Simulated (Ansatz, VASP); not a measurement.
## C in VASP and in Ansatz

```
CELL_PARAMETERS angstrom
-2.12684 1.22795 0.01101
-2.12684 -1.22795 0.01101
-1.00041 -0.61397 10.61069
ATOMIC_POSITIONS crystal
C 0.16667 0.74999 0.83335
C 0.50000 0.41666 0.16669
C 0.83333 0.58332 0.50002
C 0.16667 0.08333 0.16668
C 0.50000 0.24999 0.50001
C 0.83333 0.41666 0.83335
```

Alike in both runs: task single point; functional r2SCAN; k mesh 12 × 12 × 3; occupations gaussian, width 0.05 eV; no spin polarisation.

```csv
,VASP,Ansatz
version,VASP 6.6.1,Ansatz 0.2.0
potentials or method,"VASP PAW PBE potentials, release 64 (C), cutoff 520 eV","scalar-relativistic, plane waves, PAW"
valence electrons in the cell,24,24
```

|  | VASP | Ansatz | Ansatz less VASP |
| --- | --- | --- | --- |
| gap on the k mesh at the Fermi level (eV) | 0.11 | 0.11 | 0.000 |
| least direct gap on the mesh (eV) | 0.11 | 0.11 | 0.000 |
| pressure (GPa) | 0.7 | 0.0 | -0.64 |
| traceless stress, the component that is largest in VASP (GPa) | -0.76 | -0.01 | +0.747 |
| rms of the force components (eV/Å) | 0.007 | 0.007 | +0.0001 |

VASP's potentials were made for PBE, not for r2SCAN. Atom by atom the forces differ by 0.000 eV/Å (rms over components). The functional is the same, so the differences come from potentials, cutoffs and numerics.
